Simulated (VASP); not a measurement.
# Ta in VASP: further runs, part 2 of 2

VASP 6.6.1. The steps go on from the part before.

### 3 Single point, PBE

Input file INCAR:

```
SYSTEM = Ta
PREC     = Accurate       ! precision mode
ENCUT    = 520            ! plane-wave cutoff, eV
EDIFF    = 1E-6           ! SCF threshold, eV
ISMEAR   = -1             ! smearing method
SIGMA    = 0.08           ! smearing width, eV
LREAL    = .FALSE.        ! projectors in reciprocal space
LASPH    = .TRUE.         ! aspherical terms in the spheres
NELM     = 80             ! most SCF steps
ALGO     = Normal         ! electronic algorithm
ISIF     = 2              ! what is computed and relaxed
LWAVE    = .FALSE.        ! write WAVECAR
LCHARG   = .FALSE.        ! write CHGCAR
LDIPOL   = .TRUE.       
IDIPOL   = 3            
DIPOL    = 0.5 0.5 0.500
GGA      = PE             ! functional
NBANDS   = 30             ! bands
```

Input file KPOINTS:

```
regular mesh
0
G
  12 12 1
  0 0 0
```

Input file POSCAR:

```
Ta
1.0
    3.3195547170      0.0000000000      0.0000000000
    0.0000000000      3.3195547170      0.0000000000
    0.0000000000      0.0000000000     20.9793000000
Ta
4
Direct
    0.2500000000      0.2500000000      0.3882591221
    0.7500000000      0.7500000000      0.4601054002
    0.2500000000      0.2500000000      0.5398945965
    0.7500000000      0.7500000000      0.6117408808
```

Potentials or basis: VASP PAW PBE potentials, release 64 (Ta_pv).

The run is started by

```console
$ cat potpaw_PBE.64/Ta_pv/POTCAR > POTCAR
$ mpirun -np 1 vasp_std > vasp.out
```

OUTCAR:

```text
SYSTEM = Ta
   PREC = Accurate
   ENCUT = 520
   EDIFF = 1E-6
   ISMEAR = -1
   LREAL = .FALSE.
   LASPH = .TRUE.
   NELM = 80
   ISIF = 2
   GGA = PE

 ion  position               nearest neighbor table
   1  0.250  0.250  0.388-   2 2.79   2 2.79   2 2.79   2 2.79   3 3.18
   2  0.750  0.750  0.460-   1 2.79   1 2.79   1 2.79   1 2.79   3 2.88   3 2.88   3 2.88   3 2.88
                             4 3.18
   3  0.250  0.250  0.540-   4 2.79   4 2.79   4 2.79   4 2.79   2 2.88   2 2.88   2 2.88   2 2.88
                             1 3.18
   4  0.750  0.750  0.612-   3 2.79   3 2.79   3 2.79   3 2.79   2 3.18

  LATTYP: Found a simple tetragonal cell.
 ALAT       =     3.3195547170
 C/A-ratio  =     6.3199139007

  Lattice vectors:

 A1 = (   3.3195547170,   0.0000000000,   0.0000000000)
 A2 = (   0.0000000000,   3.3195547170,   0.0000000000)
 A3 = (   0.0000000000,   0.0000000000,  20.9793000000)

Analysis of symmetry for initial positions (statically):
=====================================================================
 Subroutine PRICEL returns:
 Original cell was already a primitive cell.

 Routine SETGRP: Setting up the symmetry group for a
 simple tetragonal supercell.

 Subroutine GETGRP returns: Found 16 space group operations
 (whereof  4 operations were pure point group operations)
 out of a pool of 16 trial point group operations.

The static configuration has the point symmetry C_2h.
 The point group associated with its full space group is D_4h.

Analysis of symmetry for dynamics (positions and initial velocities):
=====================================================================
 Subroutine PRICEL returns:
 Original cell was already a primitive cell.

 Routine SETGRP: Setting up the symmetry group for a
 simple tetragonal supercell.

[... 132 lines left out ...]
  Thomas-Fermi vector in A             =   2.069228
   LORBIT       =      0    0 simple, 1 ext, 2 COOP (PROOUT), +10 PAW based schemes
   GGA     = PE    functional components
   LHFCALC =     F    Hartree Fock is set to
   AEXX    =    0.0000 exact exchange contribution
   IVDW    =     0    specifies the selected vdW correction
   LEPSILON=     F    determine dielectric tensor
   LRPA    =     F    only Hartree local field effects (RPA)
 non-spin polarized calculation
  energy-cutoff  :      520.00
  volume of cell :      231.18
 maximum number of plane-waves:      6260
 NGX is ok and might be reduce to    28
   NGX = 13   NGY = 13   NGZ = 79

 dipolmoment           0.000000      0.000000     -0.000000 electrons x Angstroem

 number of electron      43.9999995 magnetization

 dipolmoment           0.000000      0.000000      0.000001 electrons x Angstroem

 Free energy of the ion-electron system (eV)
  ---------------------------------------------------
  ext. energy  EPLUGINS =         0.00000000
  ---------------------------------------------------
  free energy    TOTEN  =       -43.55068014 eV

  energy without entropy =      -43.44241985  energy(sigma->0) =      -43.49655000

 E-fermi :  -0.6494     XC(G=0):  -5.0736

 val. band max:       -0.6505065377   @ k =   0.4167   0.0000   0.0000
 cond. band min:      -0.6205369318   @ k =   0.1667   0.0833   0.0000
 fundamental gap:      0.0299696058
 Fermi energy:        -0.6493736989

 k-point     1 :       0.0000    0.0000    0.0000
  band No.  band energies     occupation
      1     -35.4601      2.00000
      2     -35.4165      2.00000
      3     -35.2877      2.00000
      4     -35.2877      2.00000
      5     -35.2472      2.00000
      6     -35.2472      2.00000
[... 781 lines left out ...]
     29       3.0191      0.00000
     30       3.1461      0.00000

 [... further k-points ...]

------------------------ aborting loop because EDIFF is reached ----------------------------------------

 vacuum level on the upper side and lower side of the slab       (xc-potential included)        -0.240        -0.241

  FORCE on cell =-STRESS in cart. coord.  units (eV):
  Direction    XX          YY          ZZ          XY          YZ          ZX
  --------------------------------------------------------------------------------------
  -------------------------------------------------------------------------------------
  Total       -2.8805385     -2.8805385      0.0072794      0.0000000      0.0000000     -0.0000000
  in kB      -19.9633586    -19.9633586      0.0504493      0.0000000      0.0000000     -0.0000000
  external PRESSURE =     -13.2920893 kB  Pullay stress =       0.0000000 kB

 VOLUME and BASIS-vectors are now :
 -----------------------------------------------------------------------------
  energy-cutoff  :      520.00
  volume of cell :      231.18
      direct lattice vectors                 reciprocal lattice vectors
     3.319554717  0.000000000  0.000000000     0.301245223  0.000000000  0.000000000
     0.000000000  3.319554717  0.000000000     0.000000000  0.301245223  0.000000000
     0.000000000  0.000000000 20.979300000     0.000000000  0.000000000  0.047666033

 POSITION                                       TOTAL-FORCE (eV/Angst)
 -----------------------------------------------------------------------------------
      0.82989      0.82989      8.14540        -0.000000     -0.000000     -0.002305
      2.48967      2.48967      9.65269         0.000000      0.000000     -0.011475
      0.82989      0.82989     11.32661         0.000000      0.000000      0.011475
      2.48967      2.48967     12.83390        -0.000000     -0.000000      0.002305
 -----------------------------------------------------------------------------------
    total drift:                                0.000000      0.000000      0.000112

  FREE ENERGIE OF THE ION-ELECTRON SYSTEM (eV)
  ---------------------------------------------------
  free  energy   TOTEN  =       -43.5506801446 eV

  energy  without entropy=      -43.4424198498  energy(sigma->0) =      -43.49655000

 vacuum level on the upper side and lower side of the slab         2.934         2.934
```

stdout:

```text
POSCAR found type information on POSCAR Ta
 POSCAR found :  1 types and       4 ions
 scaLAPACK will be used
 LDA part: xc-table for (Slater+PW92), standard interpolation
 POSCAR, INCAR and KPOINTS ok, starting setup
 FFT: planning ... GRIDC
 FFT: planning ... GRID_SOFT
 FFT: planning ... GRID
 WAVECAR not read
 entering main loop
```

It took 8.9 min on 1 thread of Intel Xeon 8259CL, shared host; peak memory 0.42 GiB.

Results:

- Free energy: -43.5507 eV
- Largest force: 0.011 eV/Å
- Band gap on the k mesh: zero (bands 22 and 23 overlap by 0.58 eV)

Forces in eV/Å, atoms in the order of the input:
```
Ta   0.000  0.000 -0.002
Ta   0.000  0.000 -0.011
Ta   0.000  0.000  0.011
Ta   0.000  0.000  0.002
```

Levels at points of the mesh, in eV from the Fermi level:
| k point | band 20 | band 21 | band 22 | band 23 | band 24 | band 25 |
| --- | --- | --- | --- | --- | --- | --- |
| (0.00, 0.00, 0.00) | 0.03 | 0.25 | 0.39 | 0.47 | 0.47 | 0.59 |
| (0.50, 0.00, 0.00) | -1.51 | -0.09 | -0.09 | 0.04 | 0.04 | 1.46 |
| (0.50, 0.50, 0.00) | -1.58 | -0.70 | -0.70 | 1.70 | 1.70 | 2.41 |

Caveat: spin-orbit coupling is left out, which moves the levels of the heavy elements.

The gap in the log of VASP goes by the Fermi energy; the results here count the filled bands.